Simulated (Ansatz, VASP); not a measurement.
# One calculation of ZnCu, two programs

```xyz
2
Lattice="2.8849 0.0000 0.0000 0.0000 2.8849 0.0000 0.0000 0.0000 2.8849" Properties=species:S:1:pos:R:3 pbc="T T T"
Zn    1.4424    1.4424    1.4424
Cu    0.0000    0.0000    0.0000
```

Change from the starting cell: volume scaled by 0.94.

Alike in both runs: task single point; functional PBEsol; k mesh 14 × 14 × 14; occupations fermi-dirac, width 0.05 eV; no spin polarisation.

|  | VASP | Ansatz |
| --- | --- | --- |
| version | VASP 6.6.1 | Ansatz 0.2.0 |
| potentials or method | VASP PAW PBE potentials, release 64 (Zn, Cu), cutoff 520 eV | all-electron LAPW, scalar-relativistic |

Ansatz gave:

```
pressure (GPa) : 3.5
```

Task: What did VASP give for the same quantities?

Result: Pressure (GPa): 4.2.

VASP's potentials were made for PBE, not for PBEsol. Ansatz ran all-electron here, and VASP with PAW potentials.
